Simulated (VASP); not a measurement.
Wanted: the native input for a VASP 6.6.1 run.

* Task: relaxation of cell and atoms
* Functional: PBE
* Potentials or basis: VASP PAW PBE potentials, release 64 (Rh_pv)
* Cutoff: 600 eV
* k mesh: 12 × 12 × 6
* Occupations: gaussian, width 0.1 eV
* Spin: no spin polarisation
* Dipole correction: no
* Further INCAR settings: ALGO = Normal; EDIFF = 1e-06; IBRION = 2; EDIFFG = -0.05; NSW = 80; ISIF = 3

The structure of Rh lies in POSCAR:

```
Rh
1.0
    2.6689760219      0.0000000000      0.0000000000
   -1.3344880109      2.3114010371      0.0000000000
    0.0000000000      0.0000000000      4.2161734898
Rh
2
Direct
    0.3333333333      0.6666666667      0.2500000000
    0.6666666667      0.3333333333      0.7500000000
```

One way to write it, as run:

INCAR

```
ALGO = Normal ; EDIFF = 1E-6
EDIFFG = -0.05 ; ENCUT = 600
GGA = PE ; IBRION = 2
ISIF = 3 ; ISMEAR = 0
LASPH = True ; LCHARG = False
LREAL = False ; LWAVE = False
NELM = 100 ; NSW = 80
PREC = Accurate ; SIGMA = 0.1
```

KPOINTS

```
k-points
0
Gamma
  12 12 6
```

Potentials or basis: VASP PAW PBE potentials, release 64 (Rh_pv).

Run with:

```console
$ cat potpaw_PBE.64/Rh_pv/POTCAR > POTCAR
$ mpirun -np 1 vasp_std > vasp.out
```

Results of the run:

```
Relaxed volume                         : 14.08 Å³/atom
Relaxed cell                           : a = 2.717 Å, b = 2.717 Å, c = 4.404 Å, α = 90.00°, β = 90.00°, γ = 120.00°
Space group after relaxing (to 0.05 Å) : P6_3/mmc (No. 194)
Energy gained by relaxing              : 86.5 meV/atom
Ionic steps                            : 6
Pressure after relaxing                : 0.2 GPa
Band gap on the k mesh                 : zero (band 15 reaches 12.16 eV, above the bottom of band 16 at 9.85 eV)
```

It took 3.7 min on 1 thread of Intel Xeon 8259CL, on a shared host, peak memory 0.19 GiB.
